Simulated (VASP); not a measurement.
**KLiF2: single point with PBE**

KLiF2:

```
Li K F
1.0
     1.62230    0.93664    5.64890
    -1.62230    0.93664    5.64890
     0.00000   -1.87328    5.64890
Li K F
1 1 2
Direct
  0.00000 0.00000 0.00000
  0.50000 0.50000 0.50000
  0.26895 0.26895 0.26895
  0.73105 0.73105 0.73105
```

```
Program                : VASP 6.6.1
Task                   : single point
Functional             : PBE
Potentials or basis    : VASP PAW PBE potentials, release 64 (Li_sv, K_sv, F)
Cutoff                 : 750 eV
k mesh                 : 4 × 4 × 4
Occupations            : gaussian, width 0.01 eV
Spin                   : no spin polarisation
Dipole correction      : no
Further INCAR settings : ALGO = Normal; EDIFF = 1e-06; NBANDS = 21
```

```yaml
Pressure: 2.6 GPa
Largest_force: 0.033 eV/Å
Band_gap_on_the_k_mesh: 6.69 eV
```

Forces in eV/Å, atoms in the order of the input:
```
Li   0.000  0.000  0.000
K    0.000  0.000  0.000
F    0.000  0.000  0.033
F    0.000  0.000 -0.033
```

Stress tensor (GPa, compression positive):
```
2.73 0.00 0.00
0.00 2.73 0.00
0.00 0.00 2.46
```

Levels at points of the mesh, in eV from the valence-band top:
```tsv
k point	band 10	band 11	band 12	band 13	band 14	band 15	band 16	band 17
(0.00, 0.00, 0.00)	-0.42	-0.13	-0.13	0.00	6.69	9.16	10.17	11.19
(0.50, 0.00, 0.00)	-0.84	-0.78	-0.18	-0.14	7.93	10.13	11.92	12.08
(0.50, 0.50, 0.00)	-0.67	-0.55	-0.39	-0.36	7.92	11.01	11.14	12.37
(0.50, 0.50, 0.50)	-0.31	-0.31	-0.25	-0.25	7.37	9.26	9.31	11.23
```

It took 2.3 min on 1 thread of Intel Xeon 8259CL, on a shared host, peak memory 0.39 GiB.

Caveat: the k points lie up to 0.57 Å⁻¹ apart. A k mesh can miss the band edges.
